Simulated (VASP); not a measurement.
# BP (F-43m) in VASP: notebook, part 3 of 3

VASP 6.6.1. The steps go on from the part before.

### 6 G0W0 quasiparticle levels, PBE

POSCAR

```
BP
1.0
    0.0000000000      2.2690000000      2.2690000000
    2.2690000000      0.0000000000      2.2690000000
    2.2690000000      2.2690000000      0.0000000000
B P
1 1
Direct
    0.0000000000      0.0000000000      0.0000000000
    0.2500000000      0.2500000000      0.2500000000
```

INCAR.step1

```
SYSTEM = BP
  ALGO = Normal
  EDIFF = 1E-8
  ENCUT = 500
  GGA = PE
  ISMEAR = 0
  LASPH = .TRUE.
  LCHARG = .FALSE.
  LREAL = .FALSE.
  LWAVE = .TRUE.
  NELM = 100
  PREC = Accurate
  SIGMA = 0.01
```

INCAR.step2

```
SYSTEM = BP
  ALGO = Exact
  EDIFF = 1E-8
  ENCUT = 500
  GGA = PE
  ISMEAR = 0
  ISTART = 1
  LASPH = .TRUE.
  LCHARG = .FALSE.
  LOPTICS = .TRUE.
  LREAL = .FALSE.
  LWAVE = .TRUE.
  NBANDS = 235
  NELM = 1
  PREC = Accurate
  SIGMA = 0.01
```

INCAR.step3

```
SYSTEM = BP
  ALGO = EVGW0
  EDIFF = 1E-8
  ENCUT = 500
  ENCUTGW = 180.0
  GGA = PE
  ISMEAR = 0
  ISTART = 1
  LASPH = .TRUE.
  LCHARG = .FALSE.
  LREAL = .FALSE.
  LWAVE = .FALSE.
  NBANDS = 235
  NBANDSGW = 12
  NELMGW = 1
  NOMEGA = 48
  PREC = Accurate
  PRECFOCK = Fast
  SIGMA = 0.01
```

KPOINTS

```
k-points
0
G
  2 2 2
  0 0 0
```

Potentials or basis: VASP PAW PBE potentials, release 64 (B_GW, P_GW).

On the command line:

```bash
$ cat potpaw_PBE.64/B_GW/POTCAR potpaw_PBE.64/P_GW/POTCAR > POTCAR
$ cp INCAR.step1 INCAR
$ mpirun -np 1 vasp_std > vasp.out
$ cp INCAR.step2 INCAR
$ mpirun -np 1 vasp_std > vasp.out
$ cp INCAR.step3 INCAR
$ mpirun -np 1 vasp_std > vasp.out
```

OUTCAR:

```text
SYSTEM = BP
   EDIFF = 1E-8
   ENCUT = 500
   ENCUTGW = 180.0
   GGA = PE
   ISMEAR = 0
   ISTART = 1
   LASPH = .TRUE.
   LREAL = .FALSE.
   NELMGW = 1
   PREC = Accurate
   PRECFOCK = Fast

 ion  position               nearest neighbor table
   1  0.000  0.000  0.000-   2 1.97   2 1.97   2 1.97   2 1.97
   2  0.250  0.250  0.250-   1 1.97   1 1.97   1 1.97   1 1.97

  LATTYP: Found a face centered cubic cell.
 ALAT       =     4.5380000000

  Lattice vectors:

 A1 = (   0.0000000000,   2.2690000000,   2.2690000000)
 A2 = (   2.2690000000,   0.0000000000,   2.2690000000)
 A3 = (   2.2690000000,   2.2690000000,   0.0000000000)

Analysis of symmetry for initial positions (statically):
=====================================================================
 Subroutine PRICEL returns:
 Original cell was already a primitive cell.

 Routine SETGRP: Setting up the symmetry group for a
 face centered cubic supercell.

 Subroutine GETGRP returns: Found 24 space group operations
 (whereof 24 operations were pure point group operations)
 out of a pool of 48 trial point group operations.

The static configuration has the point symmetry T_d .

Analysis of symmetry for dynamics (positions and initial velocities):
=====================================================================
 Subroutine PRICEL returns:
 Original cell was already a primitive cell.

 Routine SETGRP: Setting up the symmetry group for a
 face centered cubic supercell.

 Subroutine GETGRP returns: Found 24 space group operations
[... 99 lines left out ...]
   IMIX   =      4    mixing-type and parameters
     AMIX     =   0.40;   BMIX     =  1.00
     AMIX_MAG =   1.60;   BMIX_MAG =  1.00
  volume/ion in A,a.u.               =      11.68        78.83
  Fermi-wavevector in a.u.,A,eV,Ry     =   1.145320  2.164342 17.847562  1.311759
  Thomas-Fermi vector in A             =   2.282009
   LORBIT       =      0    0 simple, 1 ext, 2 COOP (PROOUT), +10 PAW based schemes
   GGA     = PE    functional components
   LHFCALC =     T    Hartree Fock is set to
   PRECFOCK=fast      Normal, Fast or Accurate (Low or Medium for compatibility)
   ENCUT4O =  -1.0   cutoff for four orbital integrals eV
   NKREDX  =     1    reduce k-point grid by
   NKREDY  =     1    reduce k-point grid by
   NKREDZ  =     1    reduce k-point grid by
   AEXX    =    1.0000 exact exchange contribution
   HFSCREEN=    0.0000 screening length (either q_TF or 0.3 A-1)
   HFSCREENC=   0.0000 screening length for correlation (either q_TF or 0.3 A-1)
   ENCUTFOCK=  -1.0 apply spherical cutoff to Coloumb kernel
   IVDW    =     0    specifies the selected vdW correction
   LEPSILON=     F    determine dielectric tensor
   LRPA    =     F    only Hartree local field effects (RPA)
   LRPAFORCE           =     F    calculate RPA forces
   ENCUTGW             = 180.0    cutoff for response function in eV
   ENCUTGWSOFT         = 144.0    soft cutoff for Coulomb kernel in GW response function in eV
   ENCUTLF             =  -1.0    cutoff for local field effects
   NELMGW              =     1    number of iterations in solving QP/BSE equation
   NELMHF              =     1    number of iterations in the inner HF iteration
   NKREDLFX            =     1    NKREDLFY  =   1   NKREDLFZ  =   1
 non-spin polarized calculation
 Gauss-broadening in eV      SIGMA  =   0.01
  energy-cutoff  :      500.00
  volume of cell :       23.36
 maximum number of plane-waves:       609
 NGX is ok and might be reduce to    24
  NGX = 14; NGY = 14; NGZ = 14
   NGX = 11   NGY = 11   NGZ = 11
 maximum number of plane-waves:       137
 NGX is ok and might be reduce to    14

 QP shifts <psi_nk| G(iteration)W_0 |psi_nk>: iteration 1
 for sc-GW calculations column KS-energies equals QP-energies in previous step
 and V_xc(KS)=  KS-energies - (<T + V_ion + V_H > + <T+V_H+V_ion>^1  + <V_x>^1)

 k-point   1 :       0.0000    0.0000    0.0000
  band No.  KS-energies  QP-energies   sigma(KS)   V_xc(KS)     V^pw_x(r,r')   Z            occupation Imag(sigma)

      1      -8.1016      -9.1866     -13.4927     -12.0042     -20.2185       0.7289       2.0000       1.2571
      2       7.4817       6.7229     -14.3482     -13.3950     -16.7942       0.7961       2.0000       0.0713
      3       7.4817       6.7229     -14.3482     -13.3950     -16.7942       0.7961       2.0000       0.0713
      4       7.4817       6.7229     -14.3482     -13.3950     -16.7942       0.7961       2.0000       0.0713
      5      10.7368      10.8777     -11.8283     -12.0017      -6.0463       0.8128       0.0000      -0.1378
      6      10.7368      10.8777     -11.8283     -12.0017      -6.0463       0.8128       0.0000      -0.1378
      7      10.7368      10.8777     -11.8283     -12.0017      -6.0463       0.8128       0.0000      -0.1378
      8      14.8668      14.9597     -12.5693     -12.6808      -5.3502       0.8328       0.0000      -0.4214
      9      18.8789      18.4163      -9.7350      -9.1350      -3.0251       0.7710       0.0000      -0.4142
     10      19.2954      19.5982     -11.3276     -11.7263      -4.7562       0.7596       0.0000      -0.2068
     11      19.2954      19.5982     -11.3276     -11.7263      -4.7562       0.7596       0.0000      -0.2068
     12      22.9338      22.7445      -9.9080      -9.6845      -2.5387       0.8471       0.0000      -0.8233
[... 20 lines left out ...]
      1      -3.2228      -4.1863     -13.8986     -12.6978     -18.9795       0.8024       2.0000       0.6935
      2      -1.1768      -2.2392     -13.8111     -12.3546     -18.0234       0.7294       2.0000       0.4754
      3       3.2821       2.4781     -13.5358     -12.5002     -16.6435       0.7763       2.0000       0.1460
      4       3.2821       2.4781     -13.5358     -12.5002     -16.6435       0.7763       2.0000       0.1460
      5       8.6342       8.4846     -10.8276     -10.6398      -5.3861       0.7963       0.0000      -0.1086
      6       8.9781       8.8254     -10.6374     -10.4474      -5.1543       0.8039       0.0000      -0.1087
      7      19.5330      20.0075     -12.2003     -12.8190      -4.7160       0.7670       0.0000      -0.4910
      8      19.5330      20.0075     -12.2003     -12.8190      -4.7160       0.7670       0.0000      -0.4910
      9      22.7940      23.1941     -11.8448     -12.3468      -4.1696       0.7969       0.0000      -0.5510
     10      23.7750      24.1897     -11.5581     -12.1176      -4.0134       0.7411       0.0000      -0.5736
     11      25.2378      25.4929     -12.0590     -12.3719      -4.7599       0.8153       0.0000      -0.6369
     12      25.2378      25.4929     -12.0590     -12.3719      -4.7599       0.8153       0.0000      -0.6369
```

OUTCAR.step1:

```text
SYSTEM = BP
   EDIFF = 1E-8
   ENCUT = 500
   GGA = PE
   ISMEAR = 0
   LASPH = .TRUE.
   LREAL = .FALSE.
[... 230 lines left out ...]
      0.00000      0.00000      0.00000         0.000000     -0.000000     -0.000000
      1.13450      1.13450      1.13450        -0.000000      0.000000      0.000000
 -----------------------------------------------------------------------------------
    total drift:                                0.000000      0.000000      0.000000

  FREE ENERGIE OF THE ION-ELECTRON SYSTEM (eV)
  ---------------------------------------------------
  free  energy   TOTEN  =       -10.0350791888 eV

  energy  without entropy=      -10.0350791888  energy(sigma->0) =      -10.03507919
```

Run time: 11 s. Hardware: 1 thread of Intel Xeon Platinum 8559C (Emerald Rapids), shared host; peak memory 0.18 GiB.

What came out:

* Band gap on the k mesh, mean-field level: 1.15 eV, indirect (least direct gap 3.26 eV)
* Quasiparticle gap: 1.76 eV
* Least direct quasiparticle gap: 4.15 eV

Caveat: the k points lie up to 1.20 Å⁻¹ apart; bands, screening cutoff and mesh are small and nothing is extrapolated, so the quasiparticle values aren't converged.
